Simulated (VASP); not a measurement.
MoRh, 2 atoms in the cell. It takes space group P-6m2 (No. 187, hexagonal). The conventional cell has a = 2.844 Å, b = 2.844 Å, c = 4.515 Å, α = 90.00°, β = 90.00°, γ = 120.00°. Within 3.7 Å of Mo (site symmetry -6m2) lie 6 Rh at 2.79 Å and 6 Mo at 2.84 Å. Rh (site symmetry -6m2) has 6 Mo at 2.79 Å and 6 Rh at 2.84 Å within 3.7 Å. 

```yaml
Program: VASP 6.6.1
Task: single point
Functional: PBEsol
Potentials_or_basis: VASP PAW PBE potentials, release 64 (Mo_sv, Rh_pv)
Cutoff: 520 eV
k_mesh: 12 × 12 × 7
Occupations: methfessel-paxton, width 0.05 eV
Spin: no spin polarisation
Dipole_correction: no
Further_INCAR_settings: ALGO = Normal; EDIFF = 1e-07; NBANDS = 22
```

Potentials or basis: VASP PAW PBE potentials, release 64 (Mo_sv, Rh_pv).

Run with:

```bash
$ cat potpaw_PBE.64/Mo_sv/POTCAR potpaw_PBE.64/Rh_pv/POTCAR > POTCAR
$ mpirun -np 1 vasp_std > vasp.out
```

Hardware: 1 thread of Intel(R) Xeon(R) Platinum 8259CL CPU @ 2.50GHz (Skylake/Cascade Lake), on a shared host.

Q: Estimate the wall time of this run.

A: Wall time 35 s on 1 thread of Intel(R) Xeon(R) Platinum 8259CL CPU @ 2.50GHz (Skylake/Cascade Lake), on a shared host, peak memory 0.19 GiB. Counts: scf iterations 14, k points 76.
